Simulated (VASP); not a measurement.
The system is B2P.

```
B P
1.0
     1.51512    0.87475    3.92488
    -1.51512    0.87475    3.92488
     0.00000   -1.74950    3.92488
B P
2 1
Direct
  0.42934 0.42934 0.42934
  0.57066 0.57066 0.57066
  0.00000 0.00000 0.00000
```

Base run:

| Property | Result |
| --- | --- |
| Program | VASP 6.6.1 |
| Functional | RPBE |
| Potentials or basis | VASP PAW PBE potentials, release 64 (B, P) |
| Cutoff | 520 eV |
| k mesh | 10 × 10 × 10 |
| Occupations | fermi-dirac, width 0.05 eV |
| Spin | no spin polarisation |

Its results: band gap on the k mesh zero (an odd number of electrons rules out a gap without spin polarisation); pressure 2.0 GPa; largest force 0.009 eV/Å.

**Question.** The run is repeated on the same cell with these changes: functional from RPBE to PBE-based screened hybrid with 25 % exact exchange; k mesh from 10 × 10 × 10 to 5 × 5 × 5. What comes out?

**Answer.** Band gap on the k mesh zero (an odd number of electrons rules out a gap without spin polarisation); pressure -2.2 GPa; largest force 0.181 eV/Å.

Several settings changed at once.

Caveats: some runs use coarse meshes; the PAW data sets were made with another functional, which shifts forces and pressure a little.
